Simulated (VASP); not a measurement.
Wanted: the native input for a VASP 6.6.1 run.

```
Task                   : relaxation of cell and atoms
Functional             : PBE
Dispersion             : D3(BJ)
Potentials or basis    : VASP PAW PBE potentials, release 64 (P)
Cutoff                 : 600 eV
k mesh                 : 10 × 8 × 1
Occupations            : gaussian, width 0.03 eV
Spin                   : no spin polarisation
Further INCAR settings : ALGO = Normal; EDIFF = 1e-06; IBRION = 2; EDIFFG = -0.01; NSW = 90; ISIF = 3
```

The structure of P lies in POSCAR:

```
P
1.0
    3.3164000000      0.0000000000      0.0000000000
    0.0000000000      4.3793000000      0.0000000000
    0.0000000000      0.0000000000     35.8567681600
P
16
Direct
    0.0000000000      0.5806800000      0.2509986400
    0.5000000000      0.9193200000      0.2509986400
    0.5000000000      0.0806800000      0.3104230700
    0.0000000000      0.4193200000      0.3104230700
    0.5000000000      0.5806800000      0.3971914000
    0.0000000000      0.9193200000      0.3971914000
    0.0000000000      0.0806800000      0.4566158400
    0.5000000000      0.4193200000      0.4566158400
    0.0000000000      0.5806800000      0.5433841600
    0.5000000000      0.9193200000      0.5433841600
    0.5000000000      0.0806800000      0.6028086000
    0.0000000000      0.4193200000      0.6028086000
    0.5000000000      0.5806800000      0.6895769300
    0.0000000000      0.9193200000      0.6895769300
    0.0000000000      0.0806800000      0.7490013600
    0.5000000000      0.4193200000      0.7490013600
```

One way to write it, as run:

INCAR

```
  ALGO = Normal
  EDIFF = 1E-6
  EDIFFG = -0.01
  ENCUT = 600
  GGA = PE
  IBRION = 2
  ISIF = 3
  ISMEAR = 0
  IVDW = 12
  LASPH = True
  LATTICE_CONSTRAINTS = .TRUE. .TRUE. .FALSE.
  LCHARG = False
  LREAL = False
  LUSENCCL = False
  LWAVE = False
  NELM = 80
  NSW = 90
  PREC = Accurate
  SIGMA = 0.03
```

KPOINTS

```
k-points
0
Gamma
  10 8 1
```

Potentials or basis: VASP PAW PBE potentials, release 64 (P).

Run with:

```bash
$ cat potpaw_PBE.64/P/POTCAR > POTCAR
$ mpirun -np 1 vasp_std > vasp.out
```

It gave:

- Relaxed cell: a = 3.306 Å, b = 4.243 Å, c = 35.857 Å, α = 90.00°, β = 90.00°, γ = 90.00°
- Space group after relaxing (to 0.1 Å): Pbcm (No. 57)
- Energy gained by relaxing: 4.7 meV/atom
- Ionic steps: 44
- Largest force after relaxing: 0.009 eV/Å
- Band gap on the k mesh: 0.09 eV
- Dispersion energy per atom: -0.356 eV

Run time: 2.4 h on 1 × NVIDIA H100 80GB with 1 thread of AMD EPYC 7R13 Processor (Zen 3), with other jobs on the host, peak memory 1.9 GiB.
